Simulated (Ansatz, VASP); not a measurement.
# Two plane-wave programs on TiCo

File INCAR:

```
SYSTEM = TiCo
PREC     = Accurate       ! precision mode
ENCUT    = 520            ! plane-wave cutoff, eV
EDIFF    = 1E-6           ! SCF threshold, eV
ISMEAR   = 0              ! smearing method
SIGMA    = 0.1            ! smearing width, eV
LREAL    = .False.        ! projectors in reciprocal space
LASPH    = .True.         ! aspherical terms in the spheres
NELM     = 150            ! most SCF steps
ALGO     = Fast           ! electronic algorithm
ISIF     = 2              ! what is computed and relaxed
LWAVE    = .False.        ! write WAVECAR
LCHARG   = .False.        ! write CHGCAR
ISPIN    = 2              ! spin polarisation
MAGMOM   = 0 1.09         ! initial moments
LORBIT   = 11             ! projections on sites
LMAXMIX  = 4              ! l up to which the mixer works
GGA      = PE             ! functional
NBANDS   = 22             ! bands
```

The input KPOINTS:

```
Automatic mesh
0
Gamma
  14 14 14
  0 0 0
```

Contents of POSCAR:

```
TiCo
1.0
    2.9861109900      0.0000000000      0.0000000000
    0.0000000000      2.9861109900      0.0000000000
    0.0000000000      0.0000000000      2.9861109900
Ti Co
1 1
Direct
    0.0000000000      0.0000000000      0.0000000000
    0.5000000000      0.5000000000      0.5000000000
```

Input for Ansatz:

```yaml
crystal:
  lattice:
    - [2.98611099, 0.0, 0.0]
    - [0.0, 2.98611099, 0.0]
    - [0.0, 0.0, 2.98611099]
  atoms:
    - { symbol: Ti, position: [0.0, 0.0, 0.0] }
    - { symbol: Co, position: [0.5, 0.5, 0.5], spin: 1.09 }
basis:
  ecutwfc: 420
kpoints:
  mp_grid: { grid: [14, 14, 14] }
hamiltonian:
  xc: pbe
scf:
  occupations: { method: gaussian, width: 0.1 }
output:
  forces: true
  stress: true
  eigenvalues: true
  populations: true
magnetization:
  spin_polarized: true
```

Alike in both runs: task single point; functional PBE; k mesh 14 × 14 × 14; occupations gaussian, width 0.1 eV; collinear spin.

|  | VASP | Ansatz |
| --- | --- | --- |
| version | VASP 6.6.1 | Ansatz 0.2.0 |
| potentials or method | VASP PAW PBE potentials, release 64 (Ti_sv, Co), cutoff 520 eV | scalar-relativistic, plane waves, PAW |
| valence electrons in the cell | 21 | 29 |

|  | VASP | Ansatz | Ansatz less VASP |
| --- | --- | --- | --- |
| gap on the k mesh at the Fermi level (eV) | none | none | - |
| pressure (GPa) | -0.7 | -0.1 | +0.65 |
| net moment per atom (μB) | 0.44 | 0.44 | +0.007 |
| size of the moment on the site where the two differ most (μB) | 0.95 | 0.99 | +0.035 |

Site moments also hang on the region over which each program counts them. A gap of «none» marks a metal or a gap that the smearing closes. VASP's potentials hold 21 valence electrons a cell and Ansatz's 29, so a difference there can come from the potentials and not from the codes.
